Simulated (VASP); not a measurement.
TaBiO:

```xyz
3
Lattice="3.0703 0.0000 0.0000 0.0000 3.0703 0.0000 0.0000 0.0000 5.7599" Properties=species:S:1:pos:R:3 pbc="T T T"
Ta    1.5352    1.5352    2.8799
Bi    0.0000    0.0000    0.0000
O     0.0000    0.0000    2.8799
```

The cell was generated, and may not be a known phase.

* Program: VASP 6.6.1
* Task: relaxation of cell and atoms
* Functional: PBE
* Potentials or basis: VASP PAW PBE potentials, release 64 (Ta_pv, Bi_d, O)
* Cutoff: 600 eV
* k mesh: 6 × 6 × 4
* Occupations: gaussian, width 0.1 eV
* Spin: no spin polarisation

At the start: pressure -0.4 GPa; volume 18.10 Å³/atom.

Problem. Where does the relaxation end?

Solution. Over 4 steps the energy falls by 28.1 meV/atom and the volume is 18.86 Å³/atom (+4.2 %); space group P4/mmm (No. 123, to 0.1 Å) before and after.

Step by step:
| step | energy change (eV) | largest force (eV/Å) | pressure (GPa) | volume (Å³) |
| --- | --- | --- | --- | --- |
| 1 | 0.0000 | 0.0000 | -0.36 | 54.30 |
| 2 | -0.0505 | 0.0000 | 4.46 | 53.93 |
| 3 | -0.0516 | 0.0000 | 3.80 | 53.98 |
| 4 | -0.0842 | 0.0000 | -0.02 | 56.57 |

Final structure:
```xyz
3
Lattice="3.0322 0.0000 0.0000 0.0000 3.0322 0.0000 0.0000 0.0000 6.1528" Properties=species:S:1:pos:R:3 pbc="T T T"
Ta    1.5161    1.5161    3.0764
Bi    0.0000    0.0000    0.0000
O     0.0000    0.0000    3.0764
```
